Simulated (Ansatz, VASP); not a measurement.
## Two plane-wave programs on Te2Mo

File INCAR:

```
SYSTEM = Te2Mo
  ALGO = Normal
  EDIFF = 1E-7
  ENCUT = 520
  GGA = PE
  ISIF = 2
  ISMEAR = 0
  ISPIN = 2
  LASPH = .True.
  LCHARG = .True.
  LELF = .True.
  LMAXMIX = 4
  LORBIT = 11
  LREAL = .False.
  LVHAR = .True.
  LWAVE = .False.
  MAGMOM = 0 0 0 0 1 1
  NBANDS = 39
  NELM = 150
  PREC = Accurate
  SIGMA = 0.1
```

KPOINTS

```
k-points
0
Gamma
  3 3 3
  0 0 0
```

Contents of POSCAR:

```
Te2Mo
1.0
    4.5390412533      2.6206166894      2.6620350340
   -4.5390412533      2.6206166894      2.6620350340
    0.0000000000     -5.2412333789      2.6620350340
Te Mo
4 2
Direct
    0.0000000000      0.0000000000      0.5000000000
    0.5000000000      0.0000000000      0.0000000000
    0.0000000000      0.5000000000      0.0000000000
    0.5000000000      0.5000000000      0.5000000000
    0.8571058762      0.8571058762      0.8571058762
    0.1428941238      0.1428941238      0.1428941238
```

Input for Ansatz:

```yaml
crystal:
  lattice:
    - [4.5390412533, 2.6206166894, 2.662035034]
    - [-4.5390412533, 2.6206166894, 2.662035034]
    - [0.0, -5.2412333789, 2.662035034]
  atoms:
    - { symbol: Te, position: [0.0, 0.0, 0.5] }
    - { symbol: Te, position: [0.5, 0.0, 0.0] }
    - { symbol: Te, position: [0.0, 0.5, 0.0] }
    - { symbol: Te, position: [0.5, 0.5, 0.5] }
    - { symbol: Mo, position: [0.8571058762, 0.8571058762, 0.8571058762], spin: 1.0 }
    - { symbol: Mo, position: [0.1428941238, 0.1428941238, 0.1428941238], spin: 1.0 }
basis:
  ecutwfc: 420
kpoints:
  mp_grid: { grid: [3, 3, 3] }
hamiltonian:
  xc: pbe
scf:
  occupations: { method: gaussian, width: 0.1 }
  lower_state_search: "off"
output:
  forces: true
  stress: true
  eigenvalues: true
  populations: true
magnetization:
  spin_polarized: true
```

Alike in both runs: task single point; functional PBE; k mesh 3 × 3 × 3; occupations gaussian, width 0.1 eV; collinear spin.

|  | VASP | Ansatz |
| --- | --- | --- |
| version | VASP 6.6.1 | Ansatz 0.2.0 |
| potentials or method | VASP PAW PBE potentials, release 64 (Te, Mo_sv), cutoff 520 eV | scalar-relativistic, plane waves, PAW |
| valence electrons in the cell | 52 | 92 |

|  | VASP | Ansatz | Ansatz less VASP |
| --- | --- | --- | --- |
| gap on the k mesh at the Fermi level (eV) | none | none | - |
| pressure (GPa) | 0.1 | 0.0 | -0.03 |
| traceless stress, the component that is largest in VASP (GPa) | 0.12 | -0.06 | -0.181 |
| rms of the force components (eV/Å) | 0.042 | 0.002 | -0.0391 |
| net moment per atom (μB) | 0.00 | 0.00 | 0.000 |

Atom by atom the forces differ by 0.044 eV/Å (rms over components). A gap of «none» marks a metal or a gap that the smearing closes. With one functional, cell and mesh, what is left measures potentials, basis and numerics. VASP's potentials hold 52 valence electrons a cell and Ansatz's 92, so a difference there can come from the potentials and not from the codes. Ansatz's warnings: seeded moment not kept.

The k mesh is coarse, so the values compare programs but aren't converged. Spin-orbit coupling is off throughout.
